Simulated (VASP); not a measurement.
# Ca (Im-3m) in VASP: notebook

Ca is run at these levels: PBEsol; tasks: single point.

All numbers are computed with VASP 6.6.1; they aren't measurements. Logs are shortened: lines on timing, memory, paths and dates and some standing lists are left out, and cuts for length are marked.

### 1 The cell of the first run

It takes space group Im-3m (No. 229, cubic). The conventional cell has a = 4.268 Å, b = 4.268 Å, c = 4.268 Å, α = 90.00°, β = 90.00°, γ = 90.00°. Within 4.9 Å of Ca (site symmetry m-3m) lie 14 Ca at 3.70 to 4.27 Å.

This isn't the form of Ca at room conditions, which is fcc.

### 2 Single point, PBEsol (38.88 Å³/atom)

Contents of INCAR:

```
PREC = Accurate
ENCUT = 520
EDIFF = 1E-7
ISMEAR = -1
SIGMA = 0.1
LREAL = F
LASPH = T
NELM = 80
ALGO = Normal
ISIF = 2
LWAVE = F
LCHARG = T
GGA = PS
LELF = T
LVHAR = T
NBANDS = 11
```

Contents of KPOINTS:

```
regular mesh
0
Gamma
  12 12 12
```

Contents of POSCAR:

```
Ca
1.0
   -2.1340739405      2.1340739405      2.1340739405
    2.1340739405     -2.1340739405      2.1340739405
    2.1340739405      2.1340739405     -2.1340739405
Ca
1
Direct
    0.0000000000      0.0000000000      0.0000000000
```

Potentials or basis: VASP PAW PBE potentials, release 64 (Ca_sv).

Run with:

```
cat potpaw_PBE.64/Ca_sv/POTCAR > POTCAR
mpirun -np 1 vasp_std > vasp.out
```

OUTCAR:

```text
PREC = Accurate
   ENCUT = 520
   EDIFF = 1E-7
   ISMEAR = -1
   LREAL = F
   LASPH = T
   NELM = 80
   ISIF = 2
   GGA = PS

 ion  position               nearest neighbor table
   1  0.000  0.000  0.000-

  LATTYP: Found a body centered cubic cell.
 ALAT       =     4.2681478810

  Lattice vectors:

 A1 = (  -2.1340739405,   2.1340739405,   2.1340739405)
 A2 = (   2.1340739405,  -2.1340739405,   2.1340739405)
 A3 = (   2.1340739405,   2.1340739405,  -2.1340739405)

Analysis of symmetry for initial positions (statically):
=====================================================================
 Subroutine PRICEL returns:
 Original cell was already a primitive cell.

 Routine SETGRP: Setting up the symmetry group for a
 body centered cubic supercell.

 Subroutine GETGRP returns: Found 48 space group operations
 (whereof 48 operations were pure point group operations)
 out of a pool of 48 trial point group operations.

The static configuration has the point symmetry O_h .

Analysis of symmetry for dynamics (positions and initial velocities):
=====================================================================
 Subroutine PRICEL returns:
 Original cell was already a primitive cell.

 Routine SETGRP: Setting up the symmetry group for a
 body centered cubic supercell.

 Subroutine GETGRP returns: Found 48 space group operations
 (whereof 48 operations were pure point group operations)
 out of a pool of 48 trial point group operations.

The dynamic configuration has the point symmetry O_h .

 Subroutine INISYM returns: Found 48 space group operations
 (whereof 48 operations are pure point group operations),
 and found     1 'primitive' translations

----------------------------------------------------------------------------------------

                                     Primitive cell

  volume of cell :      38.8766

  direct lattice vectors                    reciprocal lattice vectors
    -2.134073940  2.134073940  2.134073940     0.000000000  0.234293663  0.234293663
     2.134073940 -2.134073940  2.134073940     0.234293663  0.000000000  0.234293663
     2.134073940  2.134073940 -2.134073940     0.234293663  0.234293663  0.000000000

  length of vectors
     3.696324492  3.696324492  3.696324492     0.331341275  0.331341275  0.331341275

  position of ions in fractional coordinates (direct lattice)
     0.000000000  0.000000000  0.000000000

  ion indices of the primitive-cell ions
   primitive index   ion index
                 1           1

----------------------------------------------------------------------------------------

 KPOINTS: regular mesh

Automatic generation of k-mesh.
 Grid dimensions read from file:
 generate k-points for:   12   12   12

 Generating k-lattice:

  Cartesian coordinates                     Fractional coordinates (reciprocal lattice)
     0.000000000  0.019524472  0.019524472     0.083333333  0.000000000  0.000000000
     0.019524472  0.000000000  0.019524472     0.000000000  0.083333333  0.000000000
     0.019524472  0.019524472  0.000000000     0.000000000  0.000000000  0.083333333

  Length of vectors
     0.027611773  0.027611773  0.027611773

  Shift w.r.t. Gamma in fractional coordinates (k-lattice)
     0.000000000  0.000000000  0.000000000

 Subroutine IBZKPT returns following result:
 ===========================================

 Found     72 irreducible k-points:

 Following reciprocal coordinates:
            Coordinates               Weight
  0.000000  0.000000  0.000000      1.000000
  0.083333  0.000000  0.000000     12.000000
  0.166667  0.000000  0.000000     12.000000
  0.250000  0.000000  0.000000     12.000000
  0.333333  0.000000  0.000000     12.000000
  0.416667  0.000000  0.000000     12.000000
[... 16 lines left out ...]
  0.333333  0.083333  0.083333     24.000000
  0.416667  0.083333  0.083333     12.000000
 [... further k-points ...]
   k-points           NKPTS =     72   k-points in BZ     NKDIM =     72   number of bands    NBANDS=     11
   number of dos      NEDOS =    301   number of ions     NIONS =      1
   total plane-waves  NPLWV =  21952
   dimension x,y,z NGX =    28 NGY =   28 NGZ =   28
   dimension x,y,z NGXF=    56 NGYF=   56 NGZF=   56
   ions per type =               1
   NGX,Y,Z   is equivalent  to a cutoff of  12.59, 12.59, 12.59 a.u.
   NGXF,Y,Z  is equivalent  to a cutoff of  25.19, 25.19, 25.19 a.u.
 SYSTEM =  unknown system
   PREC   = accura    normal or accurate (medium, high low for compatibility)
   ISTART =      0    job   : 0-new  1-cont  2-samecut
   ICHARG =      2    charge: 1-file 2-atom 10-const
   ISPIN  =      1    spin polarized calculation?
   LNONCOLLINEAR =      F non collinear calculations
   LSORBIT =      F    spin-orbit coupling
   LASPH  =      T    aspherical Exc in radial PAW
   ENCUT  =  520.0 eV  38.22 Ry    6.18 a.u.   6.87  6.87  6.87*2*pi/ulx,y,z
   NELM   =     80;   NELMIN=  2; NELMDL= -5     # of ELM steps
   EDIFF  = 0.1E-06   stopping-criterion for ELM
   LREAL  =      F    real-space projection
   EDIFFG = 0.1E-05   stopping-criterion for IOM
   NSW    =      0    number of steps for IOM
   IBRION =     -1    ionic relax: 0-MD 1-quasi-New 2-CG
   NFREE  =      0    steps in history (QN), initial steepest desc. (CG)
   ISIF   =      2    stress and relaxation
   ISYM   =      2    0-nonsym 1-usesym 2-fastsym
   POTIM  = 0.5000    time-step for ionic-motion
   TEBEG  =    0.0;   TEEND  =   0.0 temperature during run
   PSTRESS=    0.0 pullay stress
   NELECT =      10.0000    total number of electrons
   NUPDOWN=      -1.0000    fix difference up-down
   EMIN   =  10.00;   EMAX   =-10.00  energy-range for DOS
   EFERMI =   0.00;   METHOD = LEGACY
   ISMEAR =    -1;   SIGMA  =   0.10  broadening in eV -4-tet -1-fermi 0-gaus
   EFERMI_NEDOS =   21; number of points for ismear=-14 and -15
   IALGO  =     38    algorithm
   IMIX   =      4    mixing-type and parameters
     AMIX     =   0.40;   BMIX     =  1.00
     AMIX_MAG =   1.60;   BMIX_MAG =  1.00
  volume/ion in A,a.u.               =      38.88       262.35
  Fermi-wavevector in a.u.,A,eV,Ry     =   1.041147  1.967482 14.748539  1.083987
  Thomas-Fermi vector in A             =   2.175755
   LORBIT       =      0    0 simple, 1 ext, 2 COOP (PROOUT), +10 PAW based schemes
   GGA     = PS    functional components
   LHFCALC =     F    Hartree Fock is set to
   AEXX    =    0.0000 exact exchange contribution
   IVDW    =     0    specifies the selected vdW correction
   LEPSILON=     F    determine dielectric tensor
   LRPA    =     F    only Hartree local field effects (RPA)
 non-spin polarized calculation
  energy-cutoff  :      520.00
  volume of cell :       38.88
 maximum number of plane-waves:      1088
   NGX = 13   NGY = 13   NGZ = 13

 number of electron      10.0000000 magnetization

 number of electron       9.9999997 magnetization

 Free energy of the ion-electron system (eV)
  ---------------------------------------------------
  ext. energy  EPLUGINS =         0.00000000
  ---------------------------------------------------
  free energy    TOTEN  =        -2.13840152 eV

  energy without entropy =       -2.09119111  energy(sigma->0) =       -2.11479632

 E-fermi :   2.2563     XC(G=0):  -8.0724

 val. band max:        2.2439410621   @ k =   0.5000   0.5000   0.2500
 cond. band min:       2.2654867648   @ k =   0.2500   0.2500   0.1667
 fundamental gap:      0.0215457027
 Fermi energy:         2.2562905285

 k-point     1 :       0.0000    0.0000    0.0000
  band No.  band energies     occupation
      1     -39.4081      2.00000
      2     -20.3864      2.00000
      3     -20.3864      2.00000
      4     -20.3864      2.00000
      5      -1.9526      2.00000
      6       4.6738      0.00000
      7       4.6738      0.00000
      8       4.6738      0.00000
      9       5.8359      0.00000
     10       5.8359      0.00000
     11      12.9052      0.00000

 k-point     2 :       0.0833    0.0000    0.0000
  band No.  band energies     occupation
      1     -39.4066      2.00000
      2     -20.3996      2.00000
      3     -20.3907      2.00000
      4     -20.3864      2.00000
      5      -1.8176      2.00000
      6       4.5871      0.00000
      7       4.6192      0.00000
      8       4.7791      0.00000
      9       5.7330      0.00000
     10       5.8380      0.00000
     11      12.8034      0.00000

 k-point     3 :       0.1667    0.0000    0.0000
  band No.  band energies     occupation
      1     -39.4026      2.00000
      2     -20.4355      2.00000
      3     -20.4024      2.00000
      4     -20.3864      2.00000
      5      -1.4233      2.00000
      6       4.3643      0.00000
      7       4.3653      0.00000
      8       5.0868      0.00000
      9       5.6051      0.00000
     10       5.8551      0.00000
     11      12.0876      0.00000

 k-point     4 :       0.2500    0.0000    0.0000
  band No.  band energies     occupation
      1     -39.3970      2.00000
      2     -20.4840      2.00000
      3     -20.4183      2.00000
      4     -20.3865      2.00000
      5      -0.8033      2.00000
      6       3.8733      0.00000
      7       4.0917      0.00000
      8       5.5690      0.00000
      9       5.6344      0.00000
     10       5.9076      0.00000
     11      10.7352      0.00000
[... 239 lines left out ...]
 k-point    22 :       0.2500    0.0833    0.0833
  band No.  band energies     occupation
      1     -39.3904      2.00000
      2     -20.5335      2.00000
      3     -20.4343      2.00000
      4     -20.3979      2.00000
      5       0.2102      2.00000
      6       3.2427      0.00010
      7       3.6222      0.00000
      8       5.8156      0.00000
      9       6.0313      0.00000
     10       6.4288      0.00000
     11       9.2581      0.00000

 k-point    23 :       0.3333    0.0833    0.0833
  band No.  band energies     occupation
      1     -39.3868      2.00000
      2     -20.5572      2.00000
      3     -20.4512      2.00000
      4     -20.3987      2.00000
      5       1.0343      1.99999
      6       2.7239      0.01845
      7       3.4703      0.00001
      8       5.8534      0.00000
      9       6.1238      0.00000
     10       6.9632      0.00000
     11       8.2248      0.00000

 k-point    24 :       0.4167    0.0833    0.0833
  band No.  band energies     occupation
      1     -39.3855      2.00000
      2     -20.5655      2.00000
      3     -20.4577      2.00000
      4     -20.3989      2.00000
      5       1.5608      1.99809
      6       2.3417      0.59724
      7       3.4183      0.00002
      8       5.8426      0.00000
      9       6.1609      0.00000
     10       7.2147      0.00000
     11       7.8588      0.00000

 [... further k-points ...]
[... 5 lines left out ...]
  --------------------------------------------------------------------------------------
  -------------------------------------------------------------------------------------
  Total        0.1838441      0.1838441      0.1838441      0.0000000      0.0000000      0.0000000
  in kB        7.5765570      7.5765570      7.5765570      0.0000000      0.0000000      0.0000000
  external PRESSURE =       7.5765570 kB  Pullay stress =       0.0000000 kB

 VOLUME and BASIS-vectors are now :
 -----------------------------------------------------------------------------
  energy-cutoff  :      520.00
  volume of cell :       38.88
      direct lattice vectors                 reciprocal lattice vectors
    -2.134073940  2.134073940  2.134073940     0.000000000  0.234293663  0.234293663
     2.134073940 -2.134073940  2.134073940     0.234293663  0.000000000  0.234293663
     2.134073940  2.134073940 -2.134073940     0.234293663  0.234293663  0.000000000

 POSITION                                       TOTAL-FORCE (eV/Angst)
 -----------------------------------------------------------------------------------
      0.00000      0.00000      0.00000         0.000000     -0.000000      0.000000
 -----------------------------------------------------------------------------------
    total drift:                               -0.000000     -0.000000     -0.000000

  FREE ENERGIE OF THE ION-ELECTRON SYSTEM (eV)
  ---------------------------------------------------
  free  energy   TOTEN  =        -2.1384015214 eV

  energy  without entropy=       -2.0911911098  energy(sigma->0) =       -2.11479632
```

It took 32 s on 1 thread of Intel Xeon Platinum 8259CL at 2.50GHz (Skylake/Cascade Lake), shared host; peak memory 0.17 GiB.

Results:

| Property | Result |
| --- | --- |
| Free energy | -2.1384 eV |
| Pressure | 0.8 GPa |
| Band gap on the k mesh | zero (bands 5 and 6 overlap by 0.40 eV) |

Caveat: the PAW data sets were made with another functional, which shifts forces and pressure a little.

### 3 Single point, PBEsol (40.50 Å³/atom)

This run uses another cell than the first one, of 40.50 Å³/atom.

Contents of INCAR:

```
SYSTEM = Ca
  ALGO = Normal
  EDIFF = 1E-6
  ENCUT = 520
  GGA = PS
  ISIF = 2
  ISMEAR = -1
  LASPH = .True.
  LCHARG = .True.
  LELF = .True.
  LREAL = .False.
  LVHAR = .True.
  LWAVE = .False.
  NBANDS = 11
  NELM = 100
  PREC = Accurate
  SIGMA = 0.1
```

Contents of KPOINTS:

```
k-points
0
Gamma
  12 12 12
  0 0 0
```

Contents of POSCAR:

```
Ca
1.0
   -2.1633114633      2.1633114633      2.1633114633
    2.1633114633     -2.1633114633      2.1633114633
    2.1633114633      2.1633114633     -2.1633114633
Ca
1
Direct
    0.0000000000      0.0000000000      0.0000000000
```

Potentials or basis: VASP PAW PBE potentials, release 64 (Ca_sv).

Run with:

```
cat potpaw_PBE.64/Ca_sv/POTCAR > POTCAR
mpirun -np 1 vasp_std > vasp.out
```

It took 22 s on 1 thread of Intel Xeon Platinum 8259CL at 2.50GHz (Skylake/Cascade Lake), shared host; peak memory 0.17 GiB.

The run converged. Its results:

* Free energy: -2.1425 eV
* Pressure: 0.0 GPa
* Band gap on the k mesh: zero (bands 5 and 6 overlap by 0.37 eV)

Levels at points of the mesh, in eV from the Fermi level:
| k point | band 3 | band 4 | band 5 | band 6 | band 7 | band 8 |
| --- | --- | --- | --- | --- | --- | --- |
| (0.00, 0.00, 0.00) | -22.75 | -22.75 | -4.14 | 2.36 | 2.36 | 2.36 |
| (0.50, 0.00, 0.00) | -22.80 | -22.75 | -0.92 | 0.03 | 1.35 | 3.38 |
| (0.50, 0.50, 0.50) | -22.87 | -22.87 | 0.01 | 0.01 | 4.09 | 4.09 |

Caveat: the PAW data sets were made with another functional, which shifts forces and pressure a little.

### 4 Single point, PBEsol (42.12 Å³/atom)

This run uses another cell than the first one, of 42.12 Å³/atom.

Contents of INCAR:

```
SYSTEM = Ca
PREC     = Accurate       ! precision mode
ENCUT    = 520            ! plane-wave cutoff, eV
EDIFF    = 1E-7           ! SCF threshold, eV
ISMEAR   = -1             ! smearing method
SIGMA    = 0.1            ! smearing width, eV
LREAL    = .False.        ! projectors in reciprocal space
LASPH    = .True.         ! aspherical terms in the spheres
NELM     = 80             ! most SCF steps
ALGO     = Normal         ! electronic algorithm
ISIF     = 2              ! what is computed and relaxed
LWAVE    = .False.        ! write WAVECAR
LCHARG   = .True.         ! write CHGCAR
GGA      = PS             ! functional
LELF     = .True.         ! ELF
LVHAR    = .True.       
NBANDS   = 11             ! bands
```

Contents of KPOINTS:

```
regular mesh
0
Gamma
  12 12 12
  0 0 0
```

Contents of POSCAR:

```
Ca
1.0
   -2.1917793524      2.1917793524      2.1917793524
    2.1917793524     -2.1917793524      2.1917793524
    2.1917793524      2.1917793524     -2.1917793524
Ca
1
Direct
    0.0000000000      0.0000000000      0.0000000000
```

Run with:

```
cat potpaw_PBE.64/Ca_sv/POTCAR > POTCAR
mpirun -np 1 vasp_std > vasp.out
```

It took 27 s on 1 thread of Intel Xeon Platinum 8259CL at 2.50GHz (Skylake/Cascade Lake), shared host; peak memory 0.17 GiB.

The run converged. Its results:

* Free energy: -2.1395 eV
* Pressure: -0.6 GPa
* Band gap on the k mesh: zero (bands 5 and 6 overlap by 0.37 eV)

Levels at points of the mesh, in eV from the Fermi level:
| k point | band 1 | band 2 | band 3 | band 4 | band 5 | band 6 | band 7 | band 8 | band 9 | band 10 |
| --- | --- | --- | --- | --- | --- | --- | --- | --- | --- | --- |
| (0.00, 0.00, 0.00) | -41.86 | -22.85 | -22.85 | -22.85 | -4.07 | 2.30 | 2.30 | 2.30 | 3.37 | 3.37 |
| (0.50, 0.00, 0.00) | -41.84 | -22.99 | -22.90 | -22.85 | -0.90 | -0.01 | 1.34 | 3.27 | 3.65 | 4.42 |
| (0.50, 0.50, 0.50) | -41.83 | -22.95 | -22.95 | -22.95 | 0.06 | 0.06 | 3.93 | 3.93 | 3.93 | 4.19 |

Caveat: the PAW data sets were made with another functional, which shifts forces and pressure a little.

### 5 Overview

```tsv
cell	gap on the mesh (eV)	pressure (GPa)
a = 3.696 Å, angles 109.5°, 1 atom	none	0.8
a = 3.747 Å, angles 109.5°, 1 atom	none	0.0
a = 3.796 Å, angles 109.5°, 1 atom	none	-0.6
```

Alike in all rows: task single point; level PBEsol; potentials or basis VASP PAW PBE potentials, release 64 (Ca_sv); no spin polarisation; k mesh 12 × 12 × 12; cutoff (eV) 520; smearing fermi-dirac 0.1 eV.

Caveats: the PAW data sets were made with another functional, which shifts forces and pressure a little.

Absolute energies hang on the potentials; compare differences alone.
